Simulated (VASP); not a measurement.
Input of a VASP 6.6.1 run:

INCAR

```
SYSTEM = BiTe
  PREC = Accurate
  ENCUT = 520
  EDIFF = 1E-7
  ISMEAR = 0
  SIGMA = 0.05
  LREAL = .False.
  LASPH = .True.
  NELM = 100
  ALGO = Normal
  ISIF = 2
  LWAVE = .False.
  LCHARG = .True.
  GGA = PE
  LELF = .True.
  LVHAR = .True.
  NBANDS = 29
```

KPOINTS

```
regular mesh
0
Gamma
  8 8 6
  0 0 0
```

The input POSCAR:

```
BiTe
1.0
    4.1949357470      0.0000000000      0.0000000000
   -2.0974678735      3.7055793426      0.0000000000
    0.0000000000      0.0000000000      8.7122958338
Bi Te
2 2
Direct
    0.3333333333      0.6666666667      0.2500000000
    0.6666666667      0.3333333333      0.7500000000
    0.0000000000      0.0000000000      0.0000000000
    0.0000000000      0.0000000000      0.5000000000
```

Potentials or basis: VASP PAW PBE potentials, release 64 (Bi_d, Te).

Command:

```sh
$ cat potpaw_PBE.64/Bi_d/POTCAR potpaw_PBE.64/Te/POTCAR > POTCAR
$ mpirun -np 1 vasp_std > vasp.out
```

Predict the largest force.

0.049 eV/Å.

What does it give for the pressure?

-0.8 GPa.

Estimate the band gap on the k mesh.

zero (band 21 reaches 7.79 eV, above the bottom of band 22 at 5.38 eV).

Stress tensor (GPa, compression positive):
```
-0.68  0.00  0.00
 0.00 -1.02  0.00
 0.00  0.00 -0.83
```

Caveat: spin-orbit coupling is left out, which moves the levels of the heavy elements.
